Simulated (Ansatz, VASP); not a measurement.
TaSb: VASP beside Ansatz

File POSCAR:

```
TaSb
1.0
    0.0000000000      3.1446461509      3.1446461509
    3.1446461509      0.0000000000      3.1446461509
    3.1446461509      3.1446461509      0.0000000000
Ta Sb
1 1
Direct
    0.0000000000      0.0000000000      0.0000000000
    0.2500000000      0.2500000000      0.2500000000
```

The input INCAR.step1:

```
SYSTEM = TaSb
PREC = Accurate
ENCUT = 520
ISMEAR = 0
SIGMA = 0.05
LREAL = .False.
LASPH = .True.
NELM = 100
NBANDS = 15
GGA = PE
ALGO = Normal
EDIFF = 1E-4
LWAVE = .True.
LCHARG = .False.
```

The input INCAR.step2:

```
SYSTEM = TaSb
PREC = Accurate
ENCUT = 520
EDIFF = 1E-6
ISMEAR = 0
SIGMA = 0.05
LREAL = .False.
LASPH = .True.
NELM = 100
ALGO = Normal
ISIF = 2
LWAVE = .False.
LCHARG = .False.
METAGGA = R2SCAN
LMIXTAU = .True.
NBANDS = 15
ISTART = 1
```

File KPOINTS:

```
regular mesh
0
Gamma
  10 10 10
  0 0 0
```

Input for Ansatz:

```yaml
crystal:
  lattice:
    - [0.0, 3.1446461509, 3.1446461509]
    - [3.1446461509, 0.0, 3.1446461509]
    - [3.1446461509, 3.1446461509, 0.0]
  atoms:
    - { symbol: Ta, position: [0.0, 0.0, 0.0] }
    - { symbol: Sb, position: [0.25, 0.25, 0.25] }
basis:
  ecutwfc: 500
  ecutrho_ratio: 4
kpoints:
  mp_grid: { grid: [10, 10, 10] }
hamiltonian:
  xc: r2scan
scf:
  occupations: { method: gaussian, width: 0.05 }
output:
  forces: true
  stress: true
  eigenvalues: true
```

Alike in both runs: task single point; functional r2SCAN; k mesh 10 × 10 × 10; occupations gaussian, width 0.05 eV; no spin polarisation.

|  | VASP | Ansatz |
| --- | --- | --- |
| version | VASP 6.6.1 | Ansatz 0.2.0 |
| potentials or method | VASP PAW PBE potentials, release 64 (Ta_pv, Sb), cutoff 520 eV | scalar-relativistic, plane waves, PAW |
| valence electrons in the cell | 16 | 28 |

```csv
,VASP,Ansatz,Ansatz less VASP
gap on the k mesh at the Fermi level (eV),none,none,-
pressure (GPa),-1.3,-1.5,-0.18
```

VASP's potentials were made for PBE, not for r2SCAN. A gap of «none» marks a metal or a gap that the smearing closes. VASP's potentials hold 16 valence electrons a cell and Ansatz's 28, so a difference there can come from the potentials and not from the codes.

Neither program's run includes spin-orbit coupling.
